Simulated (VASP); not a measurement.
# Al (Fm-3m) in VASP: further runs

Al is run at these levels: r2SCAN0; tasks: single point.

Everything below comes from runs of VASP 6.6.1. Logs are shortened: lines on timing, memory, paths and dates and some standing lists are left out, and cuts for length are marked.

## (1) The cell of the first run

The structure is cubic, space group Fm-3m (No. 225). The conventional cell has a = 3.967 Å, b = 3.967 Å, c = 3.967 Å, α = 90.00°, β = 90.00°, γ = 90.00°. Al (site symmetry m-3m) has 12 Al at 2.81 Å within 3.7 Å.

## (2) Single point, r2SCAN0

POSCAR reads:

```
Al
1.0
    0.0000000000      1.9834708509      1.9834708509
    1.9834708509      0.0000000000      1.9834708509
    1.9834708509      1.9834708509      0.0000000000
Al
1
Direct
    0.0000000000      0.0000000000      0.0000000000
```

INCAR.step1 reads:

```
SYSTEM = Al
PREC     = Accurate       ! precision mode
ENCUT    = 520            ! plane-wave cutoff, eV
EDIFF    = 1E-5           ! SCF threshold, eV
ISMEAR   = -1             ! smearing method
SIGMA    = 0.05           ! smearing width, eV
LREAL    = .FALSE.        ! projectors in reciprocal space
LASPH    = .TRUE.         ! aspherical terms in the spheres
NELM     = 100            ! most SCF steps
ALGO     = Normal         ! electronic algorithm
ISIF     = 2              ! what is computed and relaxed
LWAVE    = .TRUE.         ! write WAVECAR
LCHARG   = .FALSE.        ! write CHGCAR
NBANDS   = 8              ! bands
GGA      = PE             ! functional
```

INCAR.step2 reads:

```
SYSTEM = Al
PREC     = Accurate       ! precision mode
ENCUT    = 520            ! plane-wave cutoff, eV
EDIFF    = 1E-6           ! SCF threshold, eV
ISMEAR   = -1             ! smearing method
SIGMA    = 0.05           ! smearing width, eV
LREAL    = .FALSE.        ! projectors in reciprocal space
LASPH    = .TRUE.         ! aspherical terms in the spheres
NELM     = 100            ! most SCF steps
ALGO     = Normal         ! electronic algorithm
ISIF     = 2              ! what is computed and relaxed
LWAVE    = .FALSE.        ! write WAVECAR
LCHARG   = .FALSE.        ! write CHGCAR
METAGGA  = R2SCAN         ! meta-GGA
LHFCALC  = .TRUE.         ! exact exchange
AEXX     = 0.25           ! exact-exchange fraction
LMIXTAU  = .TRUE.       
PRECFOCK = Normal       
NBANDS   = 8              ! bands
ISTART   = 1
```

KPOINTS reads:

```
regular mesh
0
G
  6 6 6
  0 0 0
```

Potentials or basis: VASP PAW PBE potentials, release 64 (Al).

On the command line:

```sh
$ cat potpaw_PBE.64/Al/POTCAR > POTCAR
$ cp INCAR.step1 INCAR
$ mpirun -np 1 vasp_std > vasp.out
$ cp INCAR.step2 INCAR
$ mpirun -np 1 vasp_std > vasp.out
```

OUTCAR:

```text
SYSTEM = Al
   PREC = Accurate
   ENCUT = 520
   EDIFF = 1E-6
   ISMEAR = -1
   LREAL = .FALSE.
   LASPH = .TRUE.
   NELM = 100
   ISIF = 2
   METAGGA = R2SCAN
   LHFCALC = .TRUE.
   AEXX = 0.25
   PRECFOCK = Normal
   ISTART = 1

 ion  position               nearest neighbor table
   1  0.000  0.000  0.000-

  LATTYP: Found a face centered cubic cell.
 ALAT       =     3.9669417018

  Lattice vectors:

 A1 = (   0.0000000000,   1.9834708509,   1.9834708509)
 A2 = (   1.9834708509,   0.0000000000,   1.9834708509)
 A3 = (   1.9834708509,   1.9834708509,   0.0000000000)

Analysis of symmetry for initial positions (statically):
=====================================================================
 Subroutine PRICEL returns:
 Original cell was already a primitive cell.

 Routine SETGRP: Setting up the symmetry group for a
 face centered cubic supercell.

 Subroutine GETGRP returns: Found 48 space group operations
[... 9 lines left out ...]

 Routine SETGRP: Setting up the symmetry group for a
 face centered cubic supercell.

 Subroutine GETGRP returns: Found 48 space group operations
 (whereof 48 operations were pure point group operations)
 out of a pool of 48 trial point group operations.

The dynamic configuration has the point symmetry O_h .

 Subroutine INISYM returns: Found 48 space group operations
 (whereof 48 operations are pure point group operations),
 and found     1 'primitive' translations

----------------------------------------------------------------------------------------

                                     Primitive cell

  volume of cell :      15.6066

  direct lattice vectors                    reciprocal lattice vectors
     0.000000000  1.983470851  1.983470851    -0.252083362  0.252083362  0.252083362
     1.983470851  0.000000000  1.983470851     0.252083362 -0.252083362  0.252083362
     1.983470851  1.983470851  0.000000000     0.252083362  0.252083362 -0.252083362

  length of vectors
     2.805051378  2.805051378  2.805051378     0.436621190  0.436621190  0.436621190

  position of ions in fractional coordinates (direct lattice)
     0.000000000  0.000000000  0.000000000

  ion indices of the primitive-cell ions
   primitive index   ion index
                 1           1

----------------------------------------------------------------------------------------

 KPOINTS: regular mesh

Automatic generation of k-mesh.
 Grid dimensions read from file:
 generate k-points for:    6    6    6

 Generating k-lattice:

  Cartesian coordinates                     Fractional coordinates (reciprocal lattice)
    -0.042013894  0.042013894  0.042013894     0.166666667  0.000000000  0.000000000
     0.042013894 -0.042013894  0.042013894     0.000000000  0.166666667  0.000000000
     0.042013894  0.042013894 -0.042013894     0.000000000  0.000000000  0.166666667

  Length of vectors
     0.072770198  0.072770198  0.072770198

  Shift w.r.t. Gamma in fractional coordinates (k-lattice)
     0.000000000  0.000000000  0.000000000

 Subroutine IBZKPT returns following result:
 ===========================================

 Found     16 irreducible k-points:

 Following reciprocal coordinates:
            Coordinates               Weight
  0.000000  0.000000  0.000000      1.000000
  0.166667  0.000000  0.000000      8.000000
  0.333333  0.000000  0.000000      8.000000
  0.500000  0.000000  0.000000      4.000000
  0.166667  0.166667  0.000000      6.000000
  0.333333  0.166667  0.000000     24.000000
[... 8 lines left out ...]
 -0.333333  0.333333  0.166667     24.000000
 -0.333333  0.500000  0.166667     12.000000
   k-points           NKPTS =     16   k-points in BZ     NKDIM =    216   number of bands    NBANDS=      8
   number of dos      NEDOS =    301   number of ions     NIONS =      1
   total plane-waves  NPLWV =  13824
   dimension x,y,z NGX =    24 NGY =   24 NGZ =   24
   dimension x,y,z NGXF=    48 NGYF=   48 NGZF=   48
   ions per type =               1
   NGX,Y,Z   is equivalent  to a cutoff of  14.22, 14.22, 14.22 a.u.
   NGXF,Y,Z  is equivalent  to a cutoff of  28.45, 28.45, 28.45 a.u.
 SYSTEM =  Al
   PREC   = accura    normal or accurate (medium, high low for compatibility)
   ISTART =      1    job   : 0-new  1-cont  2-samecut
   ICHARG =      0    charge: 1-file 2-atom 10-const
   ISPIN  =      1    spin polarized calculation?
   LNONCOLLINEAR =      F non collinear calculations
   LSORBIT =      F    spin-orbit coupling
   LASPH  =      T    aspherical Exc in radial PAW
   ENCUT  =  520.0 eV  38.22 Ry    6.18 a.u.   5.22  5.22  5.22*2*pi/ulx,y,z
   NELM   =    100;   NELMIN=  2; NELMDL=  0     # of ELM steps
   EDIFF  = 0.1E-05   stopping-criterion for ELM
   LREAL  =      F    real-space projection
   EDIFFG = 0.1E-04   stopping-criterion for IOM
   NSW    =      0    number of steps for IOM
   IBRION =     -1    ionic relax: 0-MD 1-quasi-New 2-CG
   NFREE  =      0    steps in history (QN), initial steepest desc. (CG)
   ISIF   =      2    stress and relaxation
   ISYM   =      3    0-nonsym 1-usesym 2-fastsym
   POTIM  = 0.5000    time-step for ionic-motion
   TEBEG  =    0.0;   TEEND  =   0.0 temperature during run
   PSTRESS=    0.0 pullay stress
   NELECT =       3.0000    total number of electrons
   NUPDOWN=      -1.0000    fix difference up-down
   EMIN   =  10.00;   EMAX   =-10.00  energy-range for DOS
   EFERMI =   0.00;   METHOD = LEGACY
   ISMEAR =    -1;   SIGMA  =   0.05  broadening in eV -4-tet -1-fermi 0-gaus
   EFERMI_NEDOS =   21; number of points for ismear=-14 and -15
   IALGO  =     38    algorithm
   IMIX   =      1    mixing-type and parameters
     AMIX     =   0.40;   BMIX     =  1.00
     AMIX_MAG =   1.60;   BMIX_MAG =  1.00
  volume/ion in A,a.u.               =      15.61       105.32
  Fermi-wavevector in a.u.,A,eV,Ry     =   0.944814  1.785439 12.145548  0.892673
  Thomas-Fermi vector in A             =   2.072655
   LORBIT       =      0    0 simple, 1 ext, 2 COOP (PROOUT), +10 PAW based schemes
   METAGGA = R2SCAN    functional components
   LHFCALC =     T    Hartree Fock is set to
   PRECFOCK=normal    Normal, Fast or Accurate (Low or Medium for compatibility)
   ENCUT4O =  -1.0   cutoff for four orbital integrals eV
   NKREDX  =     1    reduce k-point grid by
   NKREDY  =     1    reduce k-point grid by
   NKREDZ  =     1    reduce k-point grid by
   AEXX    =    0.2500 exact exchange contribution
   HFSCREEN=    0.0000 screening length (either q_TF or 0.3 A-1)
   HFSCREENC=   0.0000 screening length for correlation (either q_TF or 0.3 A-1)
   ENCUTFOCK=  -1.0 apply spherical cutoff to Coloumb kernel
   IVDW    =     0    specifies the selected vdW correction
   LEPSILON=     F    determine dielectric tensor
   LRPA    =     F    only Hartree local field effects (RPA)
 non-spin polarized calculation
  energy-cutoff  :      520.00
  volume of cell :       15.61
 maximum number of plane-waves:       444
 NGX is ok and might be reduce to    24
  NGX = 16; NGY = 16; NGZ = 16

 number of electron       3.0000000 magnetization

 Free energy of the ion-electron system (eV)
  ---------------------------------------------------
  ext. energy  EPLUGINS =         0.00000000
  ---------------------------------------------------
  free energy    TOTEN  =        -6.77510660 eV

  energy without entropy =       -6.77265087  energy(sigma->0) =       -6.77387874

 E-fermi :   9.1099     XC(G=0):  -8.5818

 val. band max:        9.0844080183   @ k =   0.3333   0.0000   0.0000
 cond. band min:       9.5754074035   @ k =  -0.3333   0.3333   0.0000
 fundamental gap:      0.4909993852
 Fermi energy:         9.1099201322

 k-point     1 :       0.0000    0.0000    0.0000
  band No.  band energies     occupation
      1      -5.3945      2.00000
      2      23.4381      0.00000
      3      23.4381      0.00000
      4      23.4381      0.00000
      5      25.5951      0.00000
      6      25.5951      0.00000
      7      25.5951      0.00000
      8      27.3618      0.00000

 k-point     2 :       0.1667    0.0000    0.0000
  band No.  band energies     occupation
      1      -4.4924      2.00000
      2      16.7839      0.00000
      3      22.1875      0.00000
      4      22.1875      0.00000
      5      25.7396      0.00000
      6      27.6460      0.00000
      7      27.6461      0.00000
      8      28.5883      0.00000

 k-point     3 :       0.3333    0.0000    0.0000
  band No.  band energies     occupation
      1      -1.8027      2.00000
      2       9.0844      1.24973
      3      21.5628      0.00000
      4      21.5628      0.00000
      5      24.4845      0.00000
      6      24.4845      0.00000
      7      25.3529      0.00000
      8      28.7563      0.00000

 k-point     4 :       0.5000    0.0000    0.0000
  band No.  band energies     occupation
      1       2.3522      2.00000
      2       2.9826      2.00000
      3      22.0931      0.00000
      4      22.0931      0.00000
      5      22.5608      0.00000
      6      22.5608      0.00000
      7      25.8357      0.00000
      8      26.9041      0.00000

 k-point     5 :       0.1667    0.1667    0.0000
  band No.  band energies     occupation
      1      -4.1918      2.00000
      2      19.4702      0.00000
      3      19.5971      0.00000
      4      19.5971      0.00000
      5      23.0939      0.00000
      6      23.7994      0.00000
      7      30.9644      0.00000
      8      30.9644      0.00000
[... 89 lines left out ...]
 k-point    14 :       0.5000    0.3333    0.1667
  band No.  band energies     occupation
      1       0.5801      2.00000
      2      10.9135      0.00000
      3      12.8030      0.00000
      4      15.5240      0.00000
      5      23.7214      0.00000
      6      25.8666      0.00000
      7      27.8247      0.00000
      8      35.1971      0.00000

 k-point    15 :      -0.3333    0.3333    0.1667
  band No.  band energies     occupation
      1       4.7211      2.00000
      2       5.3690      2.00000
      3      12.3930      0.00000
      4      13.6014      0.00000
      5      25.2178      0.00000
      6      25.6508      0.00000
      7      30.6583      0.00000
      8      31.9393      0.00000

 k-point    16 :      -0.3333    0.5000    0.1667
  band No.  band energies     occupation
      1       5.7130      2.00000
      2       7.5290      2.00000
      3       9.8252      0.00000
      4      12.1152      0.00000
      5      22.7404      0.00000
      6      25.1011      0.00000
      7      31.7130      0.00000
      8      33.0822      0.00000

------------------------ aborting loop because EDIFF is reached ----------------------------------------

  FORCE on cell =-STRESS in cart. coord.  units (eV):
  Direction    XX          YY          ZZ          XY          YZ          ZX
  --------------------------------------------------------------------------------------
  -------------------------------------------------------------------------------------
  Total        0.1882586      0.1882586      0.1882586     -0.0000000     -0.0000000      0.0000000
  in kB       19.3267143     19.3267143     19.3267143     -0.0000000     -0.0000000      0.0000000
  external PRESSURE =      19.3267143 kB  Pullay stress =       0.0000000 kB

 VOLUME and BASIS-vectors are now :
 -----------------------------------------------------------------------------
  energy-cutoff  :      520.00
  volume of cell :       15.61
      direct lattice vectors                 reciprocal lattice vectors
     0.000000000  1.983470851  1.983470851    -0.252083362  0.252083362  0.252083362
     1.983470851  0.000000000  1.983470851     0.252083362 -0.252083362  0.252083362
     1.983470851  1.983470851  0.000000000     0.252083362  0.252083362 -0.252083362

 POSITION                                       TOTAL-FORCE (eV/Angst)
 -----------------------------------------------------------------------------------
      0.00000      0.00000      0.00000         0.000000      0.000000     -0.000000
 -----------------------------------------------------------------------------------
    total drift:                                0.000000      0.000000      0.000000

  FREE ENERGIE OF THE ION-ELECTRON SYSTEM (eV)
  ---------------------------------------------------
  free  energy   TOTEN  =        -6.7751066043 eV

  energy  without entropy=       -6.7726508728  energy(sigma->0) =       -6.77387874
```

It took 2 min on 1 thread of AMD EPYC 9R45 (Zen 5), shared host; peak memory 0.11 GiB.

What came out:

```yaml
Free_energy: -6.7751 eV
Pressure: 1.9 GPa
```

Caveat: the k points lie up to 0.46 Å⁻¹ apart; the PAW data sets were made with another functional, which shifts forces and pressure a little.

## (3) Single point, r2SCAN0

This run uses another cell than the first one, of 15.94 Å³/atom, 1.021 times its volume.

POSCAR reads:

```
Al
1.0
    0.0000000000      1.9974394157      1.9974394157
    1.9974394157      0.0000000000      1.9974394157
    1.9974394157      1.9974394157      0.0000000000
Al
1
Direct
    0.0000000000      0.0000000000      0.0000000000
```

INCAR.step1 reads:

```
PREC = Accurate
ENCUT = 520
EDIFF = 1E-5
ISMEAR = -1
SIGMA = 0.05
LREAL = F
LASPH = T
NELM = 60
ALGO = Normal
ISIF = 2
LWAVE = T
LCHARG = F
NBANDS = 8
GGA = PE
```

INCAR.step2 reads:

```
PREC = Accurate
ENCUT = 520
EDIFF = 1E-6
ISMEAR = -1
SIGMA = 0.05
LREAL = F
LASPH = T
NELM = 60
ALGO = Normal
ISIF = 2
LWAVE = F
LCHARG = F
METAGGA = R2SCAN
LHFCALC = T
AEXX = 0.25
LMIXTAU = T
PRECFOCK = Normal
NBANDS = 8
ISTART = 1
```

KPOINTS reads:

```
regular mesh
0
Gamma
  6 6 6
```

Potentials or basis: VASP PAW PBE potentials, release 64 (Al).

On the command line:

```sh
$ cat potpaw_PBE.64/Al/POTCAR > POTCAR
$ cp INCAR.step1 INCAR
$ mpirun -np 1 vasp_std > vasp.out
$ cp INCAR.step2 INCAR
$ mpirun -np 1 vasp_std > vasp.out
```

Run time: 1.8 min. Hardware: 1 thread of AMD EPYC 9R45 (Zen 5), shared host; peak memory 0.11 GiB.

The run converged. Its results:

| Quantity | Value |
| --- | --- |
| Free energy | -6.7735 eV |
| Pressure | 0.6 GPa |

Levels at points of the mesh, in eV from the Fermi level:
```csv
k point,band 1,band 2,band 3,band 4
"(0.00, 0.00, 0.00)",-14.47,14.09,14.09,14.09
"(0.50, 0.00, 0.00)",-6.75,-6.19,12.75,12.75
"(0.50, 0.50, 0.00)",-4.60,-2.80,5.80,6.41
```

Caveat: the k points lie up to 0.45 Å⁻¹ apart; the PAW data sets were made with another functional, which shifts forces and pressure a little.

(Continued in part 2 of 3.)
